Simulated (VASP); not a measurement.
Set up this calculation in VASP 6.6.1, as the native input.

```
Task                   : single point
Functional             : PBE
Potentials or basis    : VASP PAW PBE potentials, release 64 (Mn_pv, H)
Cutoff                 : 520 eV
k mesh                 : 12 × 12 × 2
Occupations            : gaussian, width 0.1 eV
Spin                   : collinear spin, ferromagnetic start
Starting moments       : [4.0, 0.0, 0.0, 0.0, 0.0] μB
Dipole correction      : no
Further INCAR settings : ALGO = Normal; EDIFF = 1e-06; NBANDS = 20
```

The structure of MnH4 lies in POSCAR:

```
MnH4
1.0
    2.4223368905      0.0000000000      0.0000000000
   -1.2111684453      2.0978052837      0.0000000000
    0.0000000000      0.0000000000      8.1508624218
Mn H
1 4
Direct
    0.0000000000      0.0000000000      0.0000000000
    0.3333333333      0.6666666667      0.8725262101
    0.3333333333      0.6666666667      0.5000141692
    0.6666666667      0.3333333333      0.1274737899
    0.6666666667      0.3333333333      0.4999858308
```

These files were run (other wordings do the same):

INCAR

```
  PREC = Accurate
  ENCUT = 520
  EDIFF = 1E-6
  ISMEAR = 0
  SIGMA = 0.1
  LREAL = F
  LASPH = T
  NELM = 150
  ALGO = Normal
  ISIF = 2
  LWAVE = F
  LCHARG = F
  ISPIN = 2
  MAGMOM = 4 0 0 0 0
  LORBIT = 11
  LMAXMIX = 4
  GGA = PE
  NBANDS = 20
```

KPOINTS

```
regular mesh
0
Gamma
  12 12 2
```

Potentials or basis: VASP PAW PBE potentials, release 64 (Mn_pv, H).

Run with:

```sh
$ cat potpaw_PBE.64/Mn_pv/POTCAR potpaw_PBE.64/H/POTCAR > POTCAR
$ mpirun -np 1 vasp_std > vasp.out
```

Results of the run:

```yaml
Pressure: 0.1 GPa
Largest_force: 0.004 eV/Å
Net_moment: 1.67 μB per cell
Site_moments: Mn +1.68; H -0.02, +0.00 μB
Valence_electrons_inside_the_program's_atomic_spheres: Mn 12.05; H 0.57, 0.42
```

Caveat: the k points lie up to 0.39 Å⁻¹ apart.

Wall time 56 s on 1 thread of Intel Xeon 6975P-C, on a shared host, peak memory 0.2 GiB.
